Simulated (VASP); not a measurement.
# TePb (Fm-3m) in VASP: settings compared

TePb is run at these levels: PBE, PBEsol; tasks: single point.

All numbers are computed with VASP 6.6.1; they aren't measurements. Logs are shortened: lines on timing, memory, paths and dates and some standing lists are left out, and cuts for length are marked.

## Step 1: The cell of the first run

The structure is cubic, space group Fm-3m (No. 225). Conventional cell: a = 6.542 Å, b = 6.542 Å, c = 6.542 Å, α = 90.00°, β = 90.00°, γ = 90.00°. Te (site symmetry m-3m) has 6 Pb at 3.27 Å within 4.3 Å. Within 4.3 Å of Pb (site symmetry m-3m) lie 6 Te at 3.27 Å.

## Step 2: Single point, PBE, collinear spin, zero start

INCAR

```
PREC     = Accurate       # precision mode
ENCUT    = 520            # plane-wave cutoff, eV
EDIFF    = 1E-6           # SCF threshold, eV
ISMEAR   = 0              # smearing method
SIGMA    = 0.1            # smearing width, eV
LREAL    = False          # projectors in reciprocal space
LASPH    = True           # aspherical terms in the spheres
NELM     = 150            # most SCF steps
ALGO     = Normal         # electronic algorithm
ISIF     = 2              # what is computed and relaxed
LWAVE    = False          # write WAVECAR
LCHARG   = False          # write CHGCAR
ISPIN    = 2              # spin polarisation
MAGMOM   = 0 0            # initial moments
LORBIT   = 11             # projections on sites
GGA      = PE             # functional
NBANDS   = 21             # bands
```

KPOINTS

```
regular mesh
0
Gamma
  4 4 4
```

POSCAR

```
TePb
1.0
    0.0000000000      3.2708968051      3.2708968051
    3.2708968051      0.0000000000      3.2708968051
    3.2708968051      3.2708968051      0.0000000000
Te Pb
1 1
Direct
    0.0000000000      0.0000000000      0.0000000000
    0.5000000000      0.5000000000      0.5000000000
```

Potentials or basis: VASP PAW PBE potentials, release 64 (Te, Pb_d).

Run with:

```sh
$ cat potpaw_PBE.64/Te/POTCAR potpaw_PBE.64/Pb_d/POTCAR > POTCAR
$ mpirun -np 1 vasp_std > vasp.out
```

OUTCAR:

```text
PREC = Accurate
   ENCUT = 520
   EDIFF = 1E-6
   ISMEAR = 0
   LREAL = False
   LASPH = True
   NELM = 150
   ISIF = 2
   ISPIN = 2
   LORBIT = 11
   GGA = PE

 ion  position               nearest neighbor table
   1  0.000  0.000  0.000-   2 3.27   2 3.27   2 3.27   2 3.27   2 3.27   2 3.27
   2  0.500  0.500  0.500-   1 3.27   1 3.27   1 3.27   1 3.27   1 3.27   1 3.27

  LATTYP: Found a face centered cubic cell.
 ALAT       =     6.5417936102

  Lattice vectors:

 A1 = (   0.0000000000,   3.2708968051,   3.2708968051)
 A2 = (   3.2708968051,   0.0000000000,   3.2708968051)
 A3 = (   3.2708968051,   3.2708968051,   0.0000000000)

Analysis of symmetry for initial positions (statically):
=====================================================================
 Subroutine PRICEL returns:
 Original cell was already a primitive cell.

 Routine SETGRP: Setting up the symmetry group for a
 face centered cubic supercell.

 Subroutine GETGRP returns: Found 48 space group operations
 (whereof 48 operations were pure point group operations)
 out of a pool of 48 trial point group operations.

The static configuration has the point symmetry O_h .

Analysis of symmetry for dynamics (positions and initial velocities):
=====================================================================
 Subroutine PRICEL returns:
 Original cell was already a primitive cell.

 Routine SETGRP: Setting up the symmetry group for a
 face centered cubic supercell.

 Subroutine GETGRP returns: Found 48 space group operations
 (whereof 48 operations were pure point group operations)
 out of a pool of 48 trial point group operations.

The dynamic configuration has the point symmetry O_h .

Analysis of structural, dynamic, and magnetic symmetry:
=====================================================================
 Subroutine PRICEL returns:
 Original cell was already a primitive cell.

 Routine SETGRP: Setting up the symmetry group for a
 face centered cubic supercell.

 Subroutine GETGRP returns: Found 48 space group operations
 (whereof 48 operations were pure point group operations)
 out of a pool of 48 trial point group operations.

The overall configuration has the point symmetry O_h .

 Subroutine INISYM returns: Found 48 space group operations
 (whereof 48 operations are pure point group operations),
 and found     1 'primitive' translations

----------------------------------------------------------------------------------------

                                     Primitive cell

  volume of cell :      69.9891

  direct lattice vectors                    reciprocal lattice vectors
     0.000000000  3.270896805  3.270896805    -0.152863276  0.152863276  0.152863276
     3.270896805  0.000000000  3.270896805     0.152863276 -0.152863276  0.152863276
     3.270896805  3.270896805  0.000000000     0.152863276  0.152863276 -0.152863276

  length of vectors
     4.625746623  4.625746623  4.625746623     0.264766960  0.264766960  0.264766960

  position of ions in fractional coordinates (direct lattice)
     0.000000000  0.000000000  0.000000000
     0.500000000  0.500000000  0.500000000

  ion indices of the primitive-cell ions
   primitive index   ion index
                 1           1
                 2           2

----------------------------------------------------------------------------------------

 KPOINTS: regular mesh

Automatic generation of k-mesh.
 Grid dimensions read from file:
 generate k-points for:    4    4    4

 Generating k-lattice:

  Cartesian coordinates                     Fractional coordinates (reciprocal lattice)
    -0.038215819  0.038215819  0.038215819     0.250000000  0.000000000  0.000000000
     0.038215819 -0.038215819  0.038215819     0.000000000  0.250000000  0.000000000
     0.038215819  0.038215819 -0.038215819     0.000000000  0.000000000  0.250000000

  Length of vectors
     0.066191740  0.066191740  0.066191740

  Shift w.r.t. Gamma in fractional coordinates (k-lattice)
     0.000000000  0.000000000  0.000000000

 Subroutine IBZKPT returns following result:
 ===========================================

 Found      8 irreducible k-points:

 Following reciprocal coordinates:
            Coordinates               Weight
  0.000000  0.000000  0.000000      1.000000
  0.250000  0.000000  0.000000      8.000000
  0.500000  0.000000  0.000000      4.000000
  0.250000  0.250000  0.000000      6.000000
  0.500000  0.250000  0.000000     24.000000
 -0.250000  0.250000  0.000000     12.000000
  0.500000  0.500000  0.000000      3.000000
 -0.250000  0.500000  0.250000      6.000000
   k-points           NKPTS =      8   k-points in BZ     NKDIM =      8   number of bands    NBANDS=     21
   number of dos      NEDOS =    301   number of ions     NIONS =      2
   total plane-waves  NPLWV =  46656
   dimension x,y,z NGX =    36 NGY =   36 NGZ =   36
   dimension x,y,z NGXF=    72 NGYF=   72 NGZF=   72
   ions per type =               1   1
   NGX,Y,Z   is equivalent  to a cutoff of  12.94, 12.94, 12.94 a.u.
   NGXF,Y,Z  is equivalent  to a cutoff of  25.88, 25.88, 25.88 a.u.
 SYSTEM =  unknown system
   PREC   = accura    normal or accurate (medium, high low for compatibility)
   ISTART =      0    job   : 0-new  1-cont  2-samecut
   ICHARG =      2    charge: 1-file 2-atom 10-const
   ISPIN  =      2    spin polarized calculation?
   LNONCOLLINEAR =      F non collinear calculations
   LSORBIT =      F    spin-orbit coupling
   LASPH  =      T    aspherical Exc in radial PAW
   ENCUT  =  520.0 eV  38.22 Ry    6.18 a.u.   8.60  8.60  8.60*2*pi/ulx,y,z
   NELM   =    150;   NELMIN=  2; NELMDL= -5     # of ELM steps
   EDIFF  = 0.1E-05   stopping-criterion for ELM
   LREAL  =      F    real-space projection
   EDIFFG = 0.1E-04   stopping-criterion for IOM
   NSW    =      0    number of steps for IOM
   IBRION =     -1    ionic relax: 0-MD 1-quasi-New 2-CG
   NFREE  =      0    steps in history (QN), initial steepest desc. (CG)
   ISIF   =      2    stress and relaxation
   ISYM   =      2    0-nonsym 1-usesym 2-fastsym
   POTIM  = 0.5000    time-step for ionic-motion
   TEBEG  =    0.0;   TEEND  =   0.0 temperature during run
   PSTRESS=    0.0 pullay stress
   NELECT =      20.0000    total number of electrons
   NUPDOWN=      -1.0000    fix difference up-down
   EMIN   =  10.00;   EMAX   =-10.00  energy-range for DOS
   EFERMI =   0.00;   METHOD = LEGACY
   ISMEAR =     0;   SIGMA  =   0.10  broadening in eV -4-tet -1-fermi 0-gaus
   EFERMI_NEDOS =   21; number of points for ismear=-14 and -15
   IALGO  =     38    algorithm
   IMIX   =      4    mixing-type and parameters
     AMIX     =   0.40;   BMIX     =  1.00
     AMIX_MAG =   1.60;   BMIX_MAG =  1.00
  volume/ion in A,a.u.               =      34.99       236.15
  Fermi-wavevector in a.u.,A,eV,Ry     =   1.078304  2.037700 15.820039  1.162740
  Thomas-Fermi vector in A             =   2.214239
   LORBIT       =     11    0 simple, 1 ext, 2 COOP (PROOUT), +10 PAW based schemes
   GGA     = PE    functional components
   LHFCALC =     F    Hartree Fock is set to
   AEXX    =    0.0000 exact exchange contribution
   IVDW    =     0    specifies the selected vdW correction
   LEPSILON=     F    determine dielectric tensor
   LRPA    =     F    only Hartree local field effects (RPA)
 spin polarized calculation
 Gauss-broadening in eV      SIGMA  =   0.10
  energy-cutoff  :      520.00
  volume of cell :       69.99
 maximum number of plane-waves:      1893
 NGX is ok and might be reduce to    36
   NGX = 17   NGY = 17   NGZ = 17

 number of electron      20.0000001 magnetization       0.0000000

 number of electron      20.0000001 magnetization      -0.0000000

 Free energy of the ion-electron system (eV)
  ---------------------------------------------------
  ext. energy  EPLUGINS =         0.00000000
  ---------------------------------------------------
  free energy    TOTEN  =        -7.51420003 eV

  energy without entropy =       -7.51420003  energy(sigma->0) =       -7.51420003

 E-fermi :   5.5516     XC(G=0):  -9.1390

 val. band max:        5.1483573170   @ k =   0.5000   0.0000   0.0000
 cond. band min:       5.9565570342   @ k =   0.5000   0.0000   0.0000
 fundamental gap:      0.8081997172
 Fermi energy:         5.5515966290

 spin component 1

 k-point     1 :       0.0000    0.0000    0.0000
  band No.  band energies     occupation
      1     -11.5169      1.00000
      2     -11.5169      1.00000
      3     -11.5101      1.00000
      4     -11.5101      1.00000
      5     -11.5101      1.00000
      6      -6.5649      1.00000
[... 13 lines left out ...]
     20      13.1328      0.00000
     21      23.5208      0.00000
[... 145 lines left out ...]
 k-point     8 :      -0.2500    0.5000    0.2500
  band No.  band energies     occupation
      1     -11.5525      1.00000
      2     -11.5179      1.00000
      3     -11.5036      1.00000
      4     -11.5036      1.00000
      5     -11.4879      1.00000
      6      -4.8650      1.00000
[... 13 lines left out ...]
     20      17.0712      0.00000
     21      19.4641      0.00000
 Fermi energy:         5.5515966290

 spin component 2

 k-point     1 :       0.0000    0.0000    0.0000
  band No.  band energies     occupation
      1     -11.5169      1.00000
      2     -11.5169      1.00000
      3     -11.5101      1.00000
      4     -11.5101      1.00000
      5     -11.5101      1.00000
      6      -6.5649      1.00000
[... 13 lines left out ...]
     20      13.1328      0.00000
     21      23.5208      0.00000
[... 145 lines left out ...]
 k-point     8 :      -0.2500    0.5000    0.2500
  band No.  band energies     occupation
      1     -11.5525      1.00000
      2     -11.5180      1.00000
      3     -11.5036      1.00000
      4     -11.5036      1.00000
      5     -11.4879      1.00000
      6      -4.8650      1.00000
[... 13 lines left out ...]
     20      17.0712      0.00000
     21      19.4641      0.00000

------------------------ aborting loop because EDIFF is reached ----------------------------------------

  FORCE on cell =-STRESS in cart. coord.  units (eV):
  Direction    XX          YY          ZZ          XY          YZ          ZX
  --------------------------------------------------------------------------------------
  -------------------------------------------------------------------------------------
  Total        0.2031895      0.2031895      0.2031895     -0.0000000      0.0000000     -0.0000000
  in kB        4.6513739      4.6513739      4.6513739     -0.0000000      0.0000000     -0.0000000
  external PRESSURE =       4.6513739 kB  Pullay stress =       0.0000000 kB

 VOLUME and BASIS-vectors are now :
 -----------------------------------------------------------------------------
  energy-cutoff  :      520.00
  volume of cell :       69.99
      direct lattice vectors                 reciprocal lattice vectors
     0.000000000  3.270896805  3.270896805    -0.152863276  0.152863276  0.152863276
     3.270896805  0.000000000  3.270896805     0.152863276 -0.152863276  0.152863276
     3.270896805  3.270896805  0.000000000     0.152863276  0.152863276 -0.152863276

 POSITION                                       TOTAL-FORCE (eV/Angst)
 -----------------------------------------------------------------------------------
      0.00000      0.00000      0.00000         0.000000     -0.000000      0.000000
      3.27090      3.27090      3.27090         0.000000      0.000000     -0.000000
 -----------------------------------------------------------------------------------
    total drift:                                0.000000      0.000000      0.000000

  FREE ENERGIE OF THE ION-ELECTRON SYSTEM (eV)
  ---------------------------------------------------
  free  energy   TOTEN  =        -7.5142000338 eV

  energy  without entropy=       -7.5142000332  energy(sigma->0) =       -7.51420003

 total charge

# of ion       s       p       d       tot
------------------------------------------
    1        1.374   1.993   0.016   3.382
    2        1.462   0.555   9.832  11.849
--------------------------------------------------
tot          2.836   2.548   9.847  15.231

 magnetization (x)

# of ion       s       p       d       tot
------------------------------------------
    1       -0.000   0.000   0.000   0.000
    2        0.000   0.000   0.000   0.000
--------------------------------------------------
tot          0.000   0.000   0.000   0.000
```

Run time: 67 s. Hardware: 1 thread of Intel Xeon 6975P-C, shared host; peak memory 0.24 GiB.

Results:

| Quantity | Value |
| --- | --- |
| Free energy | -7.5142 eV |
| Pressure | 0.5 GPa |
| Band gap on the k mesh | 0.81 eV, direct |
| Net moment | 0.00 μB per cell |
| Valence electrons inside the program's atomic spheres | Te 3.38; Pb 11.85 |

Levels at points of the mesh, in eV from the valence-band top:
Spin up:
```
           k point  band 7  band 8  band 9  band 10  band 11  band 12  band 13  band 14
(0.00, 0.00, 0.00)   -5.68   -1.20   -1.20    -1.20     4.04     4.04     4.04     5.89
(0.50, 0.00, 0.00)   -8.39   -0.77   -0.77     0.00     0.81     1.37     1.37     8.35
(0.50, 0.50, 0.00)   -7.24   -4.21   -2.58    -2.58     3.45     5.35     5.35     6.50
```
Spin down:
```csv
k point,band 8,band 9,band 10,band 11,band 12,band 13
"(0.00, 0.00, 0.00)",-1.20,-1.20,-1.20,4.04,4.04,4.04
"(0.50, 0.00, 0.00)",-0.77,-0.77,0.00,0.81,1.37,1.37
"(0.50, 0.50, 0.00)",-4.21,-2.58,-2.58,3.45,5.35,5.35
```

Caveat: spin-orbit coupling is left out, which moves the levels of the heavy elements. A k mesh can miss the band edges.

## Step 3: Single point, PBEsol, collinear spin, zero start

INCAR

```
  PREC = Accurate
  ENCUT = 520
  EDIFF = 1E-6
  ISMEAR = 0
  SIGMA = 0.1
  LREAL = False
  LASPH = True
  NELM = 150
  ALGO = Normal
  ISIF = 2
  LWAVE = False
  LCHARG = True
  ISPIN = 2
  MAGMOM = 0 0
  LORBIT = 11
  GGA = PS
  LELF = True
  LVHAR = True
  NBANDS = 21
```

KPOINTS

```
Automatic mesh
0
Gamma
  4 4 4
```

POSCAR is that of step 2.

Potentials or basis: VASP PAW PBE potentials, release 64 (Te, Pb_d).

Run with:

```sh
$ cat potpaw_PBE.64/Te/POTCAR potpaw_PBE.64/Pb_d/POTCAR > POTCAR
$ mpirun -np 1 vasp_std > vasp.out
```

Wall time 79 s (1 thread of Intel Xeon 6975P-C, shared host); peak memory 0.24 GiB.

It converged, with:

```
Free energy                                           : -8.2339 eV
Pressure                                              : -1.9 GPa
Band gap on the k mesh                                : 0.74 eV, direct
Net moment                                            : 0.00 μB per cell
Valence electrons inside the program's atomic spheres : Te 3.37; Pb 11.84
```

Levels at points of the mesh, in eV from the valence-band top:
Spin up:
```tsv
k point	band 8	band 9	band 10	band 11	band 12	band 13
(0.00, 0.00, 0.00)	-1.19	-1.19	-1.19	4.02	4.02	4.02
(0.50, 0.00, 0.00)	-0.75	-0.75	0.00	0.74	1.34	1.34
(0.50, 0.50, 0.00)	-4.23	-2.58	-2.58	3.38	5.34	5.34
```
Spin down:
```csv
k point,band 6,band 7,band 8,band 9,band 10,band 11,band 12,band 13,band 14,band 15
"(0.00, 0.00, 0.00)",-11.73,-5.70,-1.19,-1.19,-1.19,4.02,4.02,4.02,5.85,5.85
"(0.50, 0.00, 0.00)",-10.38,-8.41,-0.75,-0.75,0.00,0.74,1.34,1.34,8.25,9.11
"(0.50, 0.50, 0.00)",-10.17,-7.25,-4.23,-2.58,-2.58,3.38,5.34,5.34,6.48,10.05
```

Caveat: the PAW data sets were made with another functional, which shifts forces and pressure a little; spin-orbit coupling is left out, which moves the levels of the heavy elements.

## Step 4: Single point, PBE

INCAR

```
SYSTEM = TePb
PREC     = Accurate       ! precision mode
ENCUT    = 500            ! plane-wave cutoff, eV
EDIFF    = 1E-6           ! SCF threshold, eV
ISMEAR   = 0              ! smearing method
SIGMA    = 0.1            ! smearing width, eV
LREAL    = .False.        ! projectors in reciprocal space
LASPH    = .True.         ! aspherical terms in the spheres
NELM     = 120            ! most SCF steps
ALGO     = Normal         ! electronic algorithm
ISIF     = 2              ! what is computed and relaxed
LWAVE    = .False.        ! write WAVECAR
LCHARG   = .False.        ! write CHGCAR
GGA      = PE             ! functional
NBANDS   = 17             ! bands
GGA_COMPAT= .False.
```

KPOINTS

```
regular mesh
0
Gamma
  1 1 1
  0 0 0
```

POSCAR is that of step 3.

Run with:

```sh
$ cat potpaw_PBE.64/Te/POTCAR potpaw_PBE.64/Pb_d/POTCAR > POTCAR
$ mpirun -np 1 vasp_gam > vasp.out
```

It took 4.2 s on 1 thread of Intel Xeon 6975P-C (Granite Rapids), shared host; peak memory 0.19 GiB.

It converged, with:

```
Free energy : -2.2883 eV
Pressure    : 22.0 GPa
```

Levels at points of the mesh, in eV from the Fermi level:
```tsv
k point	band 6	band 7	band 8	band 9	band 10	band 11	band 12	band 13	band 14	band 15
(0.00, 0.00, 0.00)	-10.97	-5.02	-0.52	-0.52	-0.52	4.42	4.42	4.42	6.48	6.48
```

Caveat: the k points lie up to 1.66 Å⁻¹ apart; this odd mesh misses L, where the gap lies, so gap, dielectric constants and Born charges aren't listed; spin-orbit coupling is left out, which moves the levels of the heavy elements.

## Step 5: Single point, PBE

This run uses another cell than the first one, of 30.38 Å³/atom, 0.868 times its volume.

INCAR

```
SYSTEM = TePb
PREC = Accurate
ENCUT = 500
EDIFF = 1E-6
ISMEAR = 0
SIGMA = 0.1
LREAL = .False.
LASPH = .True.
NELM = 120
ALGO = Normal
ISIF = 2
LWAVE = .False.
LCHARG = .True.
GGA = PE
LELF = .True.
LVHAR = .True.
NBANDS = 17
GGA_COMPAT = .False.
```

KPOINTS

```
Automatic mesh
0
Gamma
  2 2 2
  0 0 0
```

POSCAR

```
TePb
1.0
    0.0000000000      3.1201352332      3.1201352332
    3.1201352332      0.0000000000      3.1201352332
    3.1201352332      3.1201352332      0.0000000000
Te Pb
1 1
Direct
    0.0000000000      0.0000000000      0.0000000000
    0.5000000000      0.5000000000      0.5000000000
```

Run with:

```sh
$ cat potpaw_PBE.64/Te/POTCAR potpaw_PBE.64/Pb_d/POTCAR > POTCAR
$ mpirun -np 1 vasp_std > vasp.out
```

Run time: 5.4 s. Hardware: 1 thread of Intel Xeon 6975P-C (Granite Rapids), shared host; peak memory 0.17 GiB.

Results (log left out):

```
Free energy            : -5.2647 eV
Pressure               : 18.3 GPa
Band gap on the k mesh : 0.39 eV, direct
```

Levels at points of the mesh, in eV from the valence-band top:
| k point | band 8 | band 9 | band 10 | band 11 | band 12 | band 13 |
| --- | --- | --- | --- | --- | --- | --- |
| (0.00, 0.00, 0.00) | -1.70 | -1.70 | -1.70 | 3.96 | 3.96 | 3.96 |
| (0.50, 0.00, 0.00) | -1.08 | -1.08 | 0.00 | 0.39 | 0.72 | 0.72 |
| (0.50, 0.50, 0.00) | -5.44 | -3.46 | -3.46 | 2.66 | 5.76 | 5.76 |

Caveat: the k points lie up to 0.87 Å⁻¹ apart; spin-orbit coupling is left out, which moves the levels of the heavy elements. A k mesh can miss the band edges.

## Step 6: The runs side by side

| level | spin | cell | k mesh | cutoff (eV) | gap on the mesh (eV) | pressure (GPa) | moment (μB) |
| --- | --- | --- | --- | --- | --- | --- | --- |
| PBE | collinear, zero start | a = 4.626 Å, angles 60.0°, 2 atoms | 4 × 4 × 4 | 520 | 0.81 | 0.5 | 0.00 |
| PBEsol | collinear, zero start | a = 4.626 Å, angles 60.0°, 2 atoms | 4 × 4 × 4 | 520 | 0.74 | -1.9 | 0.00 |
| PBE | off | a = 4.626 Å, angles 60.0°, 2 atoms | 1 × 1 × 1 | 500 | - | 22.0 | - |
| PBE | off | a = 4.413 Å, angles 60.0°, 2 atoms | 2 × 2 × 2 | 500 | 0.39 | 18.3 | - |

Alike in all rows: task single point; potentials or basis VASP PAW PBE potentials, release 64 (Te, Pb_d); smearing gaussian 0.1 eV.

Caveats: some runs use coarse meshes; spin-orbit coupling is left out, which moves the levels of the heavy elements; the PAW data sets were made with another functional, which shifts forces and pressure a little (some runs).

Total energies depend on the potentials used, so only differences within one code and one set of settings carry meaning.
